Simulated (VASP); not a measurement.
Write the native input for VASP 6.6.1 that does the following.

```yaml
Task: single point
Functional: PBE
Potentials_or_basis: VASP PAW PBE potentials, release 64 (Cu)
Cutoff: 600 eV
k_mesh: 12 × 12 × 12
Occupations: fermi-dirac, width 0.0005 eV
Spin: no spin polarisation
Dipole_correction: no
Further_INCAR_settings: ALGO = Normal; EDIFF = 1e-06; NBANDS = 12
```

The structure of Cu lies in POSCAR:

```
Cu
1.0
    0.0000000000      1.8360000000      1.8360000000
    1.8360000000      0.0000000000      1.8360000000
    1.8360000000      1.8360000000      0.0000000000
Cu
1
Direct
    0.0000000000      0.0000000000      0.0000000000
```

The input as run:

INCAR

```
PREC = Accurate
ENCUT = 600
EDIFF = 1E-6
ISMEAR = -1
SIGMA = 5E-4
LREAL = F
LASPH = T
NELM = 120
ALGO = Normal
ISIF = 2
LWAVE = F
LCHARG = F
GGA = PE
NBANDS = 12
GGA_COMPAT = F
```

KPOINTS

```
Automatic mesh
0
Gamma
  12 12 12
```

Potentials or basis: VASP PAW PBE potentials, release 64 (Cu).

Launch:

```sh
$ cat potpaw_PBE.64/Cu/POTCAR > POTCAR
$ mpirun -np 1 vasp_std > vasp.out
```

It gave:

* Pressure: -3.9 GPa

Run time: 22 s on 1 thread of Intel Xeon 8259CL (shared host), peak memory 0.14 GiB.
